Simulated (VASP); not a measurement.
Write the native input for VASP 6.6.1 that does the following.

```yaml
Task: single point
Functional: PBE
Potentials_or_basis: VASP PAW PBE potentials, release 64 (C)
Cutoff: 520 eV
k_mesh: 2 × 2 × 1
Occupations: fermi-dirac, width 0.05 eV
Spin: no spin polarisation
Dipole_correction: no
Further_INCAR_settings: LREAL = Auto; ALGO = Normal; EDIFF = 1e-07; NBANDS = 51
```

The structure of C lies in POSCAR:

```
C
1.0
    7.3980000000      0.0000000000      0.0000000000
   -3.6990000000      6.4068560000      0.0000000000
    0.0000000000      0.0000000000     12.0000000000
C
18
Direct
    0.0104715524      0.0025597579      0.0827083333
    0.2214721996      0.1143150400      0.0801583333
    0.0016248042      0.3236064616      0.0790416667
    0.2216042631      0.4431814918      0.0877666667
    0.0068520916      0.6715306228      0.0878333333
    0.2172909105      0.7795399179      0.0822500000
    0.3420952884     -0.0035899043      0.0907916667
    0.5561760991      0.1104597949      0.0837916667
    0.3301840174      0.3321441905      0.0804083333
    0.5446714235      0.4448984026      0.0833500000
    0.3381615710      0.6647254129      0.0768000000
    0.5525430221      0.7861890450      0.0876250000
    0.6692604721      0.0015920445      0.0797500000
    0.8890130694      0.1108187854      0.0786583333
    0.6609804745      0.3228260476      0.0885250000
    0.8888913682      0.4395291544      0.0842583333
    0.6667509499      0.6704848681      0.0845666667
    0.8819300129      0.7851901151      0.0817083333
```

The input as run:

INCAR

```
SYSTEM = C
ALGO = Normal ; EDIFF = 1E-7
ENCUT = 520 ; GGA = PE
ISIF = 2 ; ISMEAR = -1
LASPH = .True. ; LCHARG = .False.
LREAL = Auto ; LWAVE = .False.
NBANDS = 51 ; NELM = 60
PREC = Accurate ; SIGMA = 0.05
```

KPOINTS

```
k-points
0
Gamma
  2 2 1
  0 0 0
```

Potentials or basis: VASP PAW PBE potentials, release 64 (C).

Launch:

```sh
$ cat potpaw_PBE.64/C/POTCAR > POTCAR
$ mpirun -np 1 vasp_std > vasp.out
```

It gave:

```
Largest force : 4.995 eV/Å
```

Caveat: the k points lie up to 0.49 Å⁻¹ apart; there is no dipole correction, which matters where the two faces differ.

Run time: 8.1 min on 1 thread of Intel Xeon 8259CL, with other jobs on the host, peak memory 0.56 GiB.
